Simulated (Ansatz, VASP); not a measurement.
## Two plane-wave programs on Hg2O

```
Hg O
1.0
     3.76927    0.00000    0.00000
    -1.88464    3.26429    0.00000
     0.00000    0.00000    5.91723
Hg O
2 1
Direct
  0.66667 0.33333 0.00000
  0.00000 0.00000 0.50000
  0.33333 0.66667 0.50000
```

Alike in both runs: functional PBE; k mesh 4 × 4 × 3; occupations gaussian, width 0.15 eV; no spin polarisation.

Ansatz relaxed the structure, and its values are those at the end. VASP's run is a single point on that final structure, the one shown.

```csv
,VASP,Ansatz
version,VASP 6.6.1,Ansatz 0.2.0
potentials or method,"VASP PAW PBE potentials, release 64 (Hg, O), cutoff 600 eV","scalar-relativistic, plane waves, PAW"
valence electrons in the cell,30,46
```

VASP gave:

```
gap on the k mesh at the Fermi level (eV) : none
pressure (GPa)                            : 0.5
```

Problem. Estimate Ansatz's values.

Solution. gap on the k mesh at the Fermi level (eV): none; pressure (GPa): 0.0.

A gap of «none» marks a metal or a gap that the smearing closes. VASP's potentials hold 30 valence electrons a cell and Ansatz's 46, so a difference there can come from the potentials and not from the codes.

The k mesh is coarse, so the values compare programs but aren't converged. Neither program's run includes spin-orbit coupling.
